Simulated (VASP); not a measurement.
A run of VASP 6.6.1:

File POSCAR:

```
PbS
1.0
    0.0000000000      3.3657189809      3.3657189809
    3.3657189809      0.0000000000      3.3657189809
    3.3657189809      3.3657189809      0.0000000000
Pb S
1 1
Direct
    0.0000000000      0.0000000000      0.0000000000
    0.2500000000      0.2500000000      0.2500000000
```

File INCAR.step1:

```
PREC = Accurate
ENCUT = 520
ISMEAR = 0
SIGMA = 0.01
LREAL = False
LASPH = True
NELM = 100
NBANDS = 17
GGA = PE
ALGO = Normal
EDIFF = 1E-4
LWAVE = True
LCHARG = False
```

INCAR.step2

```
PREC = Accurate
ENCUT = 520
EDIFF = 1E-7
ISMEAR = 0
SIGMA = 0.01
LREAL = False
LASPH = True
NELM = 100
ALGO = Normal
ISIF = 2
LWAVE = False
LCHARG = True
METAGGA = R2SCAN
LMIXTAU = True
LELF = True
LVHAR = True
NBANDS = 17
ISTART = 1
```

The input KPOINTS:

```
Automatic mesh
0
Gamma
  6 6 6
```

Potentials or basis: VASP PAW PBE potentials, release 64 (Pb_d, S).

Run with:

```sh
$ cat potpaw_PBE.64/Pb_d/POTCAR potpaw_PBE.64/S/POTCAR > POTCAR
$ cp INCAR.step1 INCAR
$ mpirun -np 1 vasp_std > vasp.out
$ cp INCAR.step2 INCAR
$ mpirun -np 1 vasp_std > vasp.out
```

Hardware: 1 thread of Intel(R) Xeon(R) Platinum 8488C (Sapphire Rapids), on a shared host.

Question: How long does it take, and how much memory?

Answer: Wall time 58 s on 1 thread of Intel(R) Xeon(R) Platinum 8488C (Sapphire Rapids) (shared host), peak memory 0.22 GiB. Counts: k points 16.
